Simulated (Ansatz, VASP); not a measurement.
# Two plane-wave programs on Ta2N

INCAR

```
PREC = Accurate
ENCUT = 520
EDIFF = 1E-7
ISMEAR = 0
SIGMA = 0.15
LREAL = False
LASPH = True
NELM = 100
ALGO = Normal
ISIF = 2
LWAVE = False
LCHARG = True
LELF = True
LVHAR = True
NBANDS = 20
```

Contents of KPOINTS:

```
regular mesh
0
Gamma
  18 18 10
```

File POSCAR:

```
Ta2N
1.0
    3.1447949734      0.0000000000      0.0000000000
   -1.5723974867      2.7234723367      0.0000000000
    0.0000000000      0.0000000000      4.5379391466
Ta N
2 1
Direct
    0.6666666667      0.3333333333      0.7466885012
    0.3333333333      0.6666666667      0.2533114988
    0.0000000000      0.0000000000      0.0000000000
```

Input for Ansatz:

```yaml
crystal:
  lattice:
    - [3.1447949734, 0.0, 0.0]
    - [-1.5723974867, 2.7234723367, 0.0]
    - [0.0, 0.0, 4.5379391466]
  atoms:
    - { symbol: Ta, position: [0.6666666667, 0.3333333333, 0.7466885012] }
    - { symbol: Ta, position: [0.3333333333, 0.6666666667, 0.2533114988] }
    - { symbol: "N", position: [0.0, 0.0, 0.0] }
basis:
  ecutwfc: 520.0
kpoints:
  mp_grid: { grid: [18, 18, 10] }
hamiltonian:
  xc: lda
  pseudopotentials: { kind: paw, azcp: { folder: soft_1 } }
scf:
  occupations: { method: gaussian, width: 0.15 }
output:
  forces: true
  stress: true
  eigenvalues: true
```

Alike in both runs: task single point; functional LDA; k mesh 18 × 18 × 10; occupations gaussian, width 0.15 eV; no spin polarisation.

|  | VASP | Ansatz |
| --- | --- | --- |
| version | VASP 6.6.1 | Ansatz 0.2.0 |
| potentials or method | VASP PAW LDA potentials, release 64 (Ta_pv, N), cutoff 520 eV | scalar-relativistic, plane waves, PAW |
| valence electrons in the cell | 27 | 31 |

Ansatz gave:

```
gap on the k mesh at the Fermi level (eV)                     : none
pressure (GPa)                                                : 0.8
traceless stress, the component that is largest in VASP (GPa) : 13.79
rms of the force components (eV/Å)                            : 0.276
```

Task: Estimate VASP's values.

Result: gap on the k mesh at the Fermi level (eV): none; pressure (GPa): 2.4; traceless stress, the component that is largest in VASP (GPa): 13.75; rms of the force components (eV/Å): 0.252.

Ansatz warns that its potentials were made for another functional, while VASP's fit it. LDA's correlation is that of Perdew and Zunger in VASP and of Perdew and Wang (1992) in Ansatz. Atom by atom the forces differ by 0.025 eV/Å (rms over components). A gap of «none» marks a metal or a gap that the smearing closes. VASP's potentials hold 27 valence electrons a cell and Ansatz's 31, so a difference there can come from the potentials and not from the codes.

Neither program's run includes spin-orbit coupling.
